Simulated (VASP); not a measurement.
# Mg3Sb2 in VASP: single point with PBE

Aim: the single point of Mg3Sb2 with PBE.

All numbers are computed with VASP 6.6.1; they aren't measurements. Logs are shortened: lines on timing, memory, paths and dates and some standing lists are left out, and cuts for length are marked.

**1. The cell of the first run**

The typed cell holds 5 atoms: a = 4.559 Å, b = 4.559 Å, c = 7.207 Å, α = 90.00°, β = 90.00°, γ = 60.00°.

**2. Single point, PBE**

Contents of INCAR:

```
SYSTEM = Mg3Sb2
ALGO = Normal
EDIFF = 1E-6
ENCUT = 600
GGA = PE
GGA_COMPAT = .FALSE.
ISIF = 2
ISMEAR = -1
LASPH = .TRUE.
LCHARG = .FALSE.
LREAL = .FALSE.
LWAVE = .FALSE.
NBANDS = 16
NELM = 120
PREC = Accurate
SIGMA = 0.1
```

Contents of KPOINTS:

```
k-points
0
G
  9 9 5
  0 0 0
```

Contents of POSCAR:

```
Mg3Sb2
1.0
    2.2796340000      3.9484370000      0.0000000000
   -2.2796340000      3.9484370000      0.0000000000
    0.0000000000      0.0000000000      7.2072920000
Mg Sb
3 2
Direct
    0.0000000000      0.0000000000      0.0000000000
    0.3333000000      0.3334000000      0.6300000000
    0.6667000000      0.6666000000      0.3700000000
    0.3333000000      0.3334000000      0.2350000000
    0.6667000000      0.6666000000      0.7650000000
```

Potentials or basis: VASP PAW PBE potentials, release 64 (Mg, Sb).

Command:

```console
$ cat potpaw_PBE.64/Mg/POTCAR potpaw_PBE.64/Sb/POTCAR > POTCAR
$ mpirun -np 1 vasp_std > vasp.out
```

OUTCAR:

```text
SYSTEM = Mg3Sb2
   EDIFF = 1E-6
   ENCUT = 600
   GGA = PE
   ISIF = 2
   ISMEAR = -1
   LASPH = .TRUE.
   LREAL = .FALSE.
   NELM = 120
   PREC = Accurate

 ion  position               nearest neighbor table
   1  0.000  0.000  0.000-   5 3.13   4 3.13   5 3.13   4 3.13   5 3.13   4 3.13
   2  0.333  0.333  0.630-   5 2.81   5 2.81   5 2.81   4 2.85   3 3.23   3 3.23   3 3.23
   3  0.667  0.667  0.370-   4 2.81   4 2.81   4 2.81   5 2.85   2 3.23   2 3.23   2 3.23
   4  0.333  0.333  0.235-   3 2.81   3 2.81   3 2.81   2 2.85   1 3.13   1 3.13   1 3.13
   5  0.667  0.667  0.765-   2 2.81   2 2.81   2 2.81   3 2.85   1 3.13   1 3.13   1 3.13

  LATTYP: Found a hexagonal cell.
 ALAT       =     4.5592637472
 C/A-ratio  =     1.5808017258

  Lattice vectors:

 A1 = (   2.2796340000,  -3.9484370000,   0.0000000000)
 A2 = (   2.2796340000,   3.9484370000,   0.0000000000)
 A3 = (   0.0000000000,   0.0000000000,   7.2072920000)

Analysis of symmetry for initial positions (statically):
=====================================================================
 Subroutine PRICEL returns:
 Original cell was already a primitive cell.

 Routine SETGRP: Setting up the symmetry group for a
 hexagonal supercell.

 Subroutine GETGRP returns: Found  4 space group operations
 (whereof  4 operations were pure point group operations)
 out of a pool of 24 trial point group operations.

The static configuration has the point symmetry C_2h.

Analysis of symmetry for dynamics (positions and initial velocities):
=====================================================================
 Subroutine PRICEL returns:
 Original cell was already a primitive cell.

 Routine SETGRP: Setting up the symmetry group for a
 hexagonal supercell.

 Subroutine GETGRP returns: Found  4 space group operations
 (whereof  4 operations were pure point group operations)
 out of a pool of 24 trial point group operations.

The dynamic configuration has the point symmetry C_2h.

 Subroutine INISYM returns: Found  4 space group operations
 (whereof  4 operations are pure point group operations),
 and found     1 'primitive' translations

----------------------------------------------------------------------------------------

                                     Primitive cell

  volume of cell :     129.7455

  direct lattice vectors                    reciprocal lattice vectors
     2.279634000  3.948437000  0.000000000     0.219333454  0.126632386  0.000000000
    -2.279634000  3.948437000  0.000000000    -0.219333454  0.126632386  0.000000000
     0.000000000  0.000000000  7.207292000     0.000000000  0.000000000  0.138748368

  length of vectors
     4.559263747  4.559263747  7.207292000     0.253264537  0.253264537  0.138748368

  position of ions in fractional coordinates (direct lattice)
     0.000000000  0.000000000  0.000000000
     0.333300000  0.333400000  0.630000000
     0.666700000  0.666600000  0.370000000
     0.333300000  0.333400000  0.235000000
     0.666700000  0.666600000  0.765000000

  ion indices of the primitive-cell ions
   primitive index   ion index
                 1           1
                 2           2
                 3           3
                 4           4
                 5           5

----------------------------------------------------------------------------------------

 KPOINTS: k-points

Automatic generation of k-mesh.
 Grid dimensions read from file:
 generate k-points for:    9    9    5

 Generating k-lattice:

  Cartesian coordinates                     Fractional coordinates (reciprocal lattice)
     0.024370384  0.014070265  0.000000000     0.111111111  0.000000000  0.000000000
    -0.024370384  0.014070265  0.000000000     0.000000000  0.111111111  0.000000000
     0.000000000  0.000000000  0.027749674     0.000000000  0.000000000  0.200000000

  Length of vectors
     0.028140504  0.028140504  0.027749674

  Shift w.r.t. Gamma in fractional coordinates (k-lattice)
     0.000000000  0.000000000  0.000000000

 Subroutine IBZKPT returns following result:
 ===========================================

 Found    115 irreducible k-points:

 Following reciprocal coordinates:
            Coordinates               Weight
  0.000000  0.000000  0.000000      1.000000
  0.111111 -0.000000  0.000000      4.000000
 -0.000000  0.111111  0.000000      2.000000
  0.222222  0.000000  0.000000      4.000000
  0.000000  0.222222  0.000000      2.000000
  0.333333  0.000000  0.000000      4.000000
[... 16 lines left out ...]
  0.333333 -0.444444  0.000000      4.000000
 -0.222222  0.333333  0.000000      4.000000
 [... further k-points ...]
   k-points           NKPTS =    115   k-points in BZ     NKDIM =    115   number of bands    NBANDS=     16
   number of dos      NEDOS =    301   number of ions     NIONS =      5
   total plane-waves  NPLWV =  77760
   dimension x,y,z NGX =    36 NGY =   36 NGZ =   60
   dimension x,y,z NGXF=    72 NGYF=   72 NGZF=  120
   ions per type =               3   2
   NGX,Y,Z   is equivalent  to a cutoff of  13.13, 13.13, 13.84 a.u.
   NGXF,Y,Z  is equivalent  to a cutoff of  26.25, 26.25, 27.68 a.u.
 SYSTEM =  Mg3Sb2
   PREC   = accura    normal or accurate (medium, high low for compatibility)
   ISTART =      0    job   : 0-new  1-cont  2-samecut
   ICHARG =      2    charge: 1-file 2-atom 10-const
   ISPIN  =      1    spin polarized calculation?
   LNONCOLLINEAR =      F non collinear calculations
   LSORBIT =      F    spin-orbit coupling
   LASPH  =      T    aspherical Exc in radial PAW
   ENCUT  =  600.0 eV  44.10 Ry    6.64 a.u.   9.11  9.11 14.39*2*pi/ulx,y,z
   NELM   =    120;   NELMIN=  2; NELMDL= -5     # of ELM steps
   EDIFF  = 0.1E-05   stopping-criterion for ELM
   LREAL  =      F    real-space projection
[... 7 lines left out ...]
   TEBEG  =    0.0;   TEEND  =   0.0 temperature during run
   PSTRESS=    0.0 pullay stress
   NELECT =      16.0000    total number of electrons
   NUPDOWN=      -1.0000    fix difference up-down
   EMIN   =  10.00;   EMAX   =-10.00  energy-range for DOS
   EFERMI =   0.00;   METHOD = LEGACY
   ISMEAR =    -1;   SIGMA  =   0.10  broadening in eV -4-tet -1-fermi 0-gaus
   EFERMI_NEDOS =   21; number of points for ismear=-14 and -15
   IALGO  =     38    algorithm
   IMIX   =      4    mixing-type and parameters
     AMIX     =   0.40;   BMIX     =  1.00
     AMIX_MAG =   1.60;   BMIX_MAG =  1.00
  volume/ion in A,a.u.               =      25.95       175.11
  Fermi-wavevector in a.u.,A,eV,Ry     =   0.814862  1.539866  9.034267  0.664000
  Thomas-Fermi vector in A             =   1.924846
   LORBIT       =      0    0 simple, 1 ext, 2 COOP (PROOUT), +10 PAW based schemes
   GGA     = PE    functional components
   LHFCALC =     F    Hartree Fock is set to
   AEXX    =    0.0000 exact exchange contribution
   IVDW    =     0    specifies the selected vdW correction
   LEPSILON=     F    determine dielectric tensor
   LRPA    =     F    only Hartree local field effects (RPA)
 non-spin polarized calculation
  energy-cutoff  :      600.00
  volume of cell :      129.75
 maximum number of plane-waves:      4365
   NGX = 19   NGY = 19   NGZ = 29

 number of electron      15.9999999 magnetization

 Free energy of the ion-electron system (eV)
  ---------------------------------------------------
  ext. energy  EPLUGINS =         0.00000000
  ---------------------------------------------------
  free energy    TOTEN  =       -14.59308892 eV

  energy without entropy =      -14.58690968  energy(sigma->0) =      -14.58999930

 E-fermi :   4.5479     XC(G=0):  -8.8192

 val. band max:        4.4630387513   @ k =   0.0000   0.0000   0.0000
 cond. band min:       4.7206660861   @ k =  -0.3333   0.3333   0.0000
 fundamental gap:      0.2576273348
 Fermi energy:         4.5478814743

 k-point     1 :       0.0000    0.0000    0.0000
  band No.  band energies     occupation
      1      -5.8182      2.00000
      2      -4.5703      2.00000
      3      -0.4348      2.00000
      4       3.4111      1.99998
      5       3.4123      1.99998
      6       4.1427      1.96581
[... 8 lines left out ...]
     15       8.6468      0.00000
     16       9.6053      0.00000

 k-point     2 :       0.1111   -0.0000    0.0000
  band No.  band energies     occupation
      1      -5.7327      2.00000
      2      -4.5196      2.00000
      3      -0.3276      2.00000
      4       2.6397      2.00000
      5       3.1779      2.00000
      6       3.3933      1.99998
[... 8 lines left out ...]
     15       8.6791      0.00000
     16       8.9176      0.00000

 k-point     3 :      -0.0000    0.1111    0.0000
  band No.  band energies     occupation
      1      -5.7327      2.00000
      2      -4.5196      2.00000
      3      -0.3276      2.00000
      4       2.6402      2.00000
      5       3.1772      2.00000
      6       3.3936      1.99998
[... 8 lines left out ...]
     15       8.6786      0.00000
     16       8.9172      0.00000

 k-point     4 :       0.2222    0.0000    0.0000
  band No.  band energies     occupation
      1      -5.4883      2.00000
      2      -4.3928      2.00000
      3      -0.0137      2.00000
      4       1.4412      2.00000
      5       2.3054      2.00000
      6       2.7662      2.00000
[... 8 lines left out ...]
     15       8.9572      0.00000
     16       9.4393      0.00000

 k-point     5 :       0.0000    0.2222    0.0000
  band No.  band energies     occupation
      1      -5.4883      2.00000
      2      -4.3928      2.00000
      3      -0.0138      2.00000
      4       1.4414      2.00000
      5       2.3059      2.00000
      6       2.7658      2.00000
[... 8 lines left out ...]
     15       8.9572      0.00000
     16       9.4397      0.00000

 k-point     6 :       0.3333    0.0000    0.0000
  band No.  band energies     occupation
      1      -5.1307      2.00000
      2      -4.2731      2.00000
      3       0.3499      2.00000
      4       0.6117      2.00000
      5       1.3783      2.00000
      6       2.4268      2.00000
[... 8 lines left out ...]
     15       9.9925      0.00000
     16      10.1365      0.00000
[... 267 lines left out ...]
 k-point    21 :       0.2222    0.4444    0.0000
  band No.  band energies     occupation
      1      -4.9394      2.00000
      2      -4.2347      2.00000
      3       0.5587      2.00000
      4       0.7536      2.00000
      5       0.8694      2.00000
      6       1.9138      2.00000
[... 8 lines left out ...]
     15      10.0179      0.00000
     16      10.3092      0.00000

 k-point    22 :      -0.4444    0.2222    0.0000
  band No.  band energies     occupation
      1      -4.6209      2.00000
      2      -4.2707      2.00000
      3       0.1537      2.00000
      4       0.8140      2.00000
      5       1.2222      2.00000
      6       1.4633      2.00000
[... 8 lines left out ...]
     15      10.0852      0.00000
     16      10.7201      0.00000

 k-point    23 :       0.3333   -0.4444    0.0000
  band No.  band energies     occupation
      1      -4.6210      2.00000
      2      -4.2706      2.00000
      3       0.1537      2.00000
      4       0.8141      2.00000
      5       1.2223      2.00000
      6       1.4631      2.00000
[... 8 lines left out ...]
     15      10.0855      0.00000
     16      10.7206      0.00000

 k-point    24 :      -0.2222    0.3333    0.0000
  band No.  band energies     occupation
      1      -4.6212      2.00000
      2      -4.2704      2.00000
      3       0.1535      2.00000
      4       0.8146      2.00000
      5       1.2223      2.00000
      6       1.4629      2.00000
[... 8 lines left out ...]
     15      10.0865      0.00000
     16      10.7206      0.00000

 [... further k-points ...]

------------------------ aborting loop because EDIFF is reached ----------------------------------------

  FORCE on cell =-STRESS in cart. coord.  units (eV):
  Direction    XX          YY          ZZ          XY          YZ          ZX
  --------------------------------------------------------------------------------------
  -------------------------------------------------------------------------------------
  Total        1.1780542      1.1834481      1.7864951      0.0046737      0.0018250     -0.0031610
  in kB       14.5473341     14.6139403     22.0607347      0.0577140      0.0225359     -0.0390334
  external PRESSURE =      17.0740030 kB  Pullay stress =       0.0000000 kB

 VOLUME and BASIS-vectors are now :
 -----------------------------------------------------------------------------
  energy-cutoff  :      600.00
  volume of cell :      129.75
      direct lattice vectors                 reciprocal lattice vectors
     2.279634000  3.948437000  0.000000000     0.219333454  0.126632386  0.000000000
    -2.279634000  3.948437000  0.000000000    -0.219333454  0.126632386  0.000000000
     0.000000000  0.000000000  7.207292000     0.000000000  0.000000000  0.138748368

 POSITION                                       TOTAL-FORCE (eV/Angst)
 -----------------------------------------------------------------------------------
      0.00000      0.00000      0.00000         0.000000      0.000000      0.000000
     -0.00023      2.63242      4.54059         0.001938     -0.001119      0.161433
      0.00023      5.26445      2.66670        -0.001938      0.001119     -0.161433
     -0.00023      2.63242      1.69371         0.001845     -0.001065     -0.552421
      0.00023      5.26445      5.51358        -0.001845      0.001065      0.552421
 -----------------------------------------------------------------------------------
    total drift:                                0.000000     -0.000000      0.000000

  FREE ENERGIE OF THE ION-ELECTRON SYSTEM (eV)
  ---------------------------------------------------
  free  energy   TOTEN  =       -14.5930889182 eV

  energy  without entropy=      -14.5869096819  energy(sigma->0) =      -14.58999930
```

Run time: 3.1 min. Hardware: 1 thread of Intel Xeon Platinum 8259CL at 2.50GHz (Skylake/Cascade Lake), shared host; peak memory 0.47 GiB.

Results:

- Free energy: -14.5931 eV
- Pressure: 1.7 GPa
- Largest force: 0.552 eV/Å
- Band gap on the k mesh: 0.26 eV (least direct gap 1.25 eV)

Forces in eV/Å, atoms in the order of the input:
```
Mg   0.000  0.000  0.000
Mg   0.002 -0.001  0.161
Mg  -0.002  0.001 -0.161
Sb   0.002 -0.001 -0.552
Sb  -0.002  0.001  0.552
```

Stress tensor (GPa, compression positive):
```
1.45 0.01 0.00
0.01 1.46 0.00
0.00 0.00 2.21
```

Levels at points of the mesh, in eV from the valence-band top:
| k point | band 6 | band 7 | band 8 | band 9 | band 10 | band 11 |
| --- | --- | --- | --- | --- | --- | --- |
| (0.00, 0.00, 0.00) | -0.32 | -0.32 | 0.00 | 1.25 | 1.38 | 3.15 |

Caveat: spin-orbit coupling is left out, which moves the levels of the heavy elements; an odd mesh through Γ misses points on the zone boundary, where band edges can lie.
